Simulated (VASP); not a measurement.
# SiGe4 (Cmmm) in VASP: notebook, part 2 of 3

VASP 6.6.1. Earlier steps stand in the parts before.

### 3 Single point, PBE

This run uses another cell than the first one, of 13.46 Å³/atom, 0.519 times its volume.

Contents of INCAR:

```
PREC = Accurate
ENCUT = 520
EDIFF = 1E-6
ISMEAR = 0
SIGMA = 0.1
LREAL = False
LASPH = True
NELM = 80
ALGO = Normal
ISIF = 2
LWAVE = False
LCHARG = True
GGA = PE
LELF = True
LVHAR = True
NBANDS = 38
```

Contents of KPOINTS:

```
Automatic mesh
0
Gamma
  4 4 6
```

Contents of POSCAR:

```
SiGe4
1.0
    2.4336125100     -3.7825779500      0.0000000000
    2.4336125100      3.7825779500      0.0000000000
    0.0000000000      0.0000000000      3.6546509300
Si Ge
1 4
Direct
    0.0000000000      0.0000000000      0.0000000000
    0.5000000000      0.5000000000      0.7850408600
    0.5000000000      0.5000000000      0.2149591400
    0.6323153600      0.3676846400      0.0000000000
    0.3676846400      0.6323153600      0.0000000000
```

Potentials or basis: VASP PAW PBE potentials, release 64 (Si, Ge_d).

Started as:

```console
$ cat potpaw_PBE.64/Si/POTCAR potpaw_PBE.64/Ge_d/POTCAR > POTCAR
$ mpirun -np 1 vasp_std > vasp.out
```

OUTCAR:

```text
PREC = Accurate
   ENCUT = 520
   EDIFF = 1E-6
   ISMEAR = 0
   LREAL = False
   LASPH = True
   NELM = 80
   ISIF = 2
   GGA = PE

 ion  position               nearest neighbor table
   1  0.000  0.000  0.000-   2 2.56   3 2.56   2 2.56   3 2.56   4 2.63   5 2.63   4 2.63   5 2.63
                             4 2.78   5 2.78
   2  0.500  0.500  0.785-   4 1.27   5 1.27   3 1.57   3 2.08   1 2.56   1 2.56
   3  0.500  0.500  0.215-   4 1.27   5 1.27   2 1.57   2 2.08   1 2.56   1 2.56
   4  0.632  0.368  0.000-   2 1.27   3 1.27   5 2.00   1 2.63   1 2.63   1 2.78
   5  0.368  0.632  0.000-   2 1.27   3 1.27   4 2.00   1 2.63   1 2.63   1 2.78

 -----------------------------------------------------------------------------
|                                                                             |
|           W    W    AA    RRRRR   N    N  II  N    N   GGGG   !!!           |
|           W    W   A  A   R    R  NN   N  II  NN   N  G    G  !!!           |
|           W    W  A    A  R    R  N N  N  II  N N  N  G       !!!           |
|           W WW W  AAAAAA  RRRRR   N  N N  II  N  N N  G  GGG   !            |
|           WW  WW  A    A  R   R   N   NN  II  N   NN  G    G                |
|           W    W  A    A  R    R  N    N  II  N    N   GGGG   !!!           |
|                                                                             |
|     The distance between some ions is very small. Please check the          |
|     nearest-neighbor list in the OUTCAR file.                               |
|     I HOPE YOU KNOW WHAT YOU ARE DOING!                                     |
|                                                                             |
 -----------------------------------------------------------------------------

  LATTYP: Found a base centered orthorhombic cell.
 ALAT       =     4.8672250200
 B/A-ratio  =     1.5543057633
 C/A-ratio  =     0.7508695232

  Lattice vectors:

 A1 = (   2.4336125100,  -3.7825779500,   0.0000000000)
 A2 = (   2.4336125100,   3.7825779500,   0.0000000000)
 A3 = (   0.0000000000,   0.0000000000,   3.6546509300)

Analysis of symmetry for initial positions (statically):
=====================================================================
 Subroutine PRICEL returns:
 Original cell was already a primitive cell.

 Routine SETGRP: Setting up the symmetry group for a
 base centered orthorhombic supercell.

 Subroutine GETGRP returns: Found  8 space group operations
 (whereof  8 operations were pure point group operations)
 out of a pool of  8 trial point group operations.

The static configuration has the point symmetry D_2h.

Analysis of symmetry for dynamics (positions and initial velocities):
=====================================================================
 Subroutine PRICEL returns:
 Original cell was already a primitive cell.

 Routine SETGRP: Setting up the symmetry group for a
 base centered orthorhombic supercell.

 Subroutine GETGRP returns: Found  8 space group operations
 (whereof  8 operations were pure point group operations)
 out of a pool of  8 trial point group operations.

The dynamic configuration has the point symmetry D_2h.

 Subroutine INISYM returns: Found  8 space group operations
 (whereof  8 operations are pure point group operations),
 and found     1 'primitive' translations

----------------------------------------------------------------------------------------

[... 56 lines left out ...]
  0.250000  0.000000  0.000000      4.000000
  0.500000  0.000000  0.000000      2.000000
  0.250000  0.250000  0.000000      2.000000
  0.500000  0.250000  0.000000      4.000000
 -0.250000  0.250000  0.000000      2.000000
[... 16 lines left out ...]
  0.250000  0.000000  0.500000      4.000000
  0.500000  0.000000  0.500000      2.000000
 [... further k-points ...]
   k-points           NKPTS =     28   k-points in BZ     NKDIM =     28   number of bands    NBANDS=     38
   number of dos      NEDOS =    301   number of ions     NIONS =      5
   total plane-waves  NPLWV =  36288
   dimension x,y,z NGX =    36 NGY =   36 NGZ =   28
   dimension x,y,z NGXF=    72 NGYF=   72 NGZF=   56
   ions per type =               1   4
   NGX,Y,Z   is equivalent  to a cutoff of  13.31, 13.31, 12.74 a.u.
   NGXF,Y,Z  is equivalent  to a cutoff of  26.61, 26.61, 25.47 a.u.
 SYSTEM =  unknown system
   PREC   = accura    normal or accurate (medium, high low for compatibility)
   ISTART =      0    job   : 0-new  1-cont  2-samecut
   ICHARG =      2    charge: 1-file 2-atom 10-const
   ISPIN  =      1    spin polarized calculation?
   LNONCOLLINEAR =      F non collinear calculations
   LSORBIT =      F    spin-orbit coupling
   LASPH  =      T    aspherical Exc in radial PAW
   ENCUT  =  520.0 eV  38.22 Ry    6.18 a.u.   8.36  8.36  6.80*2*pi/ulx,y,z
   NELM   =     80;   NELMIN=  2; NELMDL= -5     # of ELM steps
   EDIFF  = 0.1E-05   stopping-criterion for ELM
   LREAL  =      F    real-space projection
   EDIFFG = 0.1E-04   stopping-criterion for IOM
   NSW    =      0    number of steps for IOM
   IBRION =     -1    ionic relax: 0-MD 1-quasi-New 2-CG
   NFREE  =      0    steps in history (QN), initial steepest desc. (CG)
   ISIF   =      2    stress and relaxation
   ISYM   =      2    0-nonsym 1-usesym 2-fastsym
   POTIM  = 0.5000    time-step for ionic-motion
   TEBEG  =    0.0;   TEEND  =   0.0 temperature during run
   PSTRESS=    0.0 pullay stress
   NELECT =      60.0000    total number of electrons
   NUPDOWN=      -1.0000    fix difference up-down
   EMIN   =  10.00;   EMAX   =-10.00  energy-range for DOS
   EFERMI =   0.00;   METHOD = LEGACY
   ISMEAR =     0;   SIGMA  =   0.10  broadening in eV -4-tet -1-fermi 0-gaus
   EFERMI_NEDOS =   21; number of points for ismear=-14 and -15
   IALGO  =     38    algorithm
   IMIX   =      4    mixing-type and parameters
     AMIX     =   0.40;   BMIX     =  1.00
     AMIX_MAG =   1.60;   BMIX_MAG =  1.00
  volume/ion in A,a.u.               =      13.46        90.81
  Fermi-wavevector in a.u.,A,eV,Ry     =   1.575748  2.977732 33.783030  2.482983
  Thomas-Fermi vector in A             =   2.676685
   LORBIT       =      0    0 simple, 1 ext, 2 COOP (PROOUT), +10 PAW based schemes
   GGA     = PE    functional components
   LHFCALC =     F    Hartree Fock is set to
   AEXX    =    0.0000 exact exchange contribution
   IVDW    =     0    specifies the selected vdW correction
   LEPSILON=     F    determine dielectric tensor
   LRPA    =     F    only Hartree local field effects (RPA)
 non-spin polarized calculation
 Gauss-broadening in eV      SIGMA  =   0.10
  energy-cutoff  :      520.00
  volume of cell :       67.28
 maximum number of plane-waves:      1834
 NGX is ok and might be reduce to    36
   NGX = 17   NGY = 17   NGZ = 13

 number of electron      60.0000028 magnetization

 Free energy of the ion-electron system (eV)
  ---------------------------------------------------
  ext. energy  EPLUGINS =         0.00000000
  ---------------------------------------------------
  free energy    TOTEN  =       143.93087737 eV

  energy without entropy =      143.93280042  energy(sigma->0) =      143.93183889

 E-fermi :  11.5813     XC(G=0): -11.7891

 val. band max:       11.5679260748   @ k =   0.5000   0.5000   0.1667
 cond. band min:      11.7588199715   @ k =   0.2500   0.0000   0.3333
 fundamental gap:      0.1908938968
 Fermi energy:        11.5812743280

 k-point     1 :       0.0000    0.0000    0.0000
  band No.  band energies     occupation
      1     -34.4746      2.00000
      2     -31.7757      2.00000
      3     -30.0322      2.00000
      4     -29.8994      2.00000
      5     -29.6938      2.00000
      6     -28.1119      2.00000
[... 973 lines left out ...]
     37      18.0235      0.00000
     38      18.1538      0.00000

 [... further k-points ...]
[... 5 lines left out ...]
  --------------------------------------------------------------------------------------
  -------------------------------------------------------------------------------------
  Total       15.3437134    458.0926299    379.7963464     -0.0000000      0.0000000      0.0000000
  in kB      365.3640782  10908.0890179   9043.7000842     -0.0000000      0.0000000      0.0000000
  external PRESSURE =    6772.3843934 kB  Pullay stress =       0.0000000 kB

 VOLUME and BASIS-vectors are now :
 -----------------------------------------------------------------------------
  energy-cutoff  :      520.00
  volume of cell :       67.28
      direct lattice vectors                 reciprocal lattice vectors
     2.433612510 -3.782577950  0.000000000     0.205455880 -0.132184982  0.000000000
     2.433612510  3.782577950  0.000000000     0.205455880  0.132184982  0.000000000
     0.000000000  0.000000000  3.654650930     0.000000000  0.000000000  0.273623944

 POSITION                                       TOTAL-FORCE (eV/Angst)
 -----------------------------------------------------------------------------------
      0.00000      0.00000      0.00000        -0.000000      0.000000      0.000000
      2.43361      0.00000      2.86905         0.000000      0.000000   -218.228019
      2.43361      0.00000      0.78560        -0.000000      0.000000    218.228019
      2.43361     -1.00099      0.00000        -0.000000   -224.598081     -0.000000
      2.43361      1.00099      0.00000        -0.000000    224.598081      0.000000
 -----------------------------------------------------------------------------------
    total drift:                                0.000000      0.000000      0.000000

  FREE ENERGIE OF THE ION-ELECTRON SYSTEM (eV)
  ---------------------------------------------------
  free  energy   TOTEN  =       143.9308773690 eV

  energy  without entropy=      143.9328004204  energy(sigma->0) =      143.93183889
```

OSZICAR:

```text
N       E                     dE             d eps       ncg     rms          rms(c)
DAV:   1     0.865069380567E+03    0.86507E+03   -0.30414E+04  2754   0.549E+03
DAV:   2     0.269475846684E+03   -0.59559E+03   -0.57395E+03  2128   0.111E+03
DAV:   3     0.143299000854E+03   -0.12618E+03   -0.12314E+03  2300   0.258E+02
DAV:   4     0.133198774977E+03   -0.10100E+02   -0.10002E+02  2368   0.839E+01
DAV:   5     0.132803269423E+03   -0.39551E+00   -0.39514E+00  2448   0.168E+01    0.366E+01
DAV:   6     0.141098872429E+03    0.82956E+01   -0.89789E+00  3132   0.677E+01    0.212E+01
DAV:   7     0.143667755759E+03    0.25689E+01   -0.30036E+00  2702   0.262E+01    0.546E+00
DAV:   8     0.143935906437E+03    0.26815E+00   -0.90490E-01  3012   0.133E+01    0.143E+00
DAV:   9     0.143935059316E+03   -0.84712E-03   -0.13691E-01  2960   0.690E+00    0.772E-01
DAV:  10     0.143931770532E+03   -0.32888E-02   -0.24239E-02  3016   0.309E+00    0.246E-01
DAV:  11     0.143930930988E+03   -0.83954E-03   -0.77361E-03  3442   0.176E+00    0.135E-01
DAV:  12     0.143930881278E+03   -0.49711E-04   -0.83503E-04  2818   0.471E-01    0.412E-02
DAV:  13     0.143930882195E+03    0.91740E-06   -0.15763E-04  2628   0.223E-01    0.237E-02
DAV:  14     0.143930876671E+03   -0.55238E-05   -0.27710E-05  3078   0.131E-01    0.136E-02
DAV:  15     0.143930877369E+03    0.69780E-06   -0.19367E-06  1906   0.413E-02
   1 F= 0.14393088E+03 E0= 0.14393184E+03  d E =-.192305E-02
```

stdout:

```text
POSCAR found type information on POSCAR SiGe
 POSCAR found :  2 types and       5 ions
 scaLAPACK will be used
 LDA part: xc-table for (Slater+PW92), standard interpolation
 -----------------------------------------------------------------------------
|                                                                             |
|           W    W    AA    RRRRR   N    N  II  N    N   GGGG   !!!           |
|           W    W   A  A   R    R  NN   N  II  NN   N  G    G  !!!           |
|           W    W  A    A  R    R  N N  N  II  N N  N  G       !!!           |
|           W WW W  AAAAAA  RRRRR   N  N N  II  N  N N  G  GGG   !            |
|           WW  WW  A    A  R   R   N   NN  II  N   NN  G    G                |
|           W    W  A    A  R    R  N    N  II  N    N   GGGG   !!!           |
|                                                                             |
|     The distance between some ions is very small. Please check the          |
|     nearest-neighbor list in the OUTCAR file.                               |
|     I HOPE YOU KNOW WHAT YOU ARE DOING!                                     |
|                                                                             |
 -----------------------------------------------------------------------------

 POSCAR, INCAR and KPOINTS ok, starting setup
 FFT: planning ... GRIDC
 FFT: planning ... GRID_SOFT
 FFT: planning ... GRID
 WAVECAR not read
 entering main loop
```

Wall time 62 s (1 thread of Intel Xeon Platinum 8259CL at 2.50GHz (Skylake/Cascade Lake), shared host); peak memory 0.21 GiB.

The run converged, but its numbers aren't listed here, since they failed a check.

Caveat: the k points lie up to 0.38 Å⁻¹ apart; forces of over 1 eV/Å act on the atoms, so gaps and moduli don't describe the material at rest.

(Part 2 of 3 ends here.)
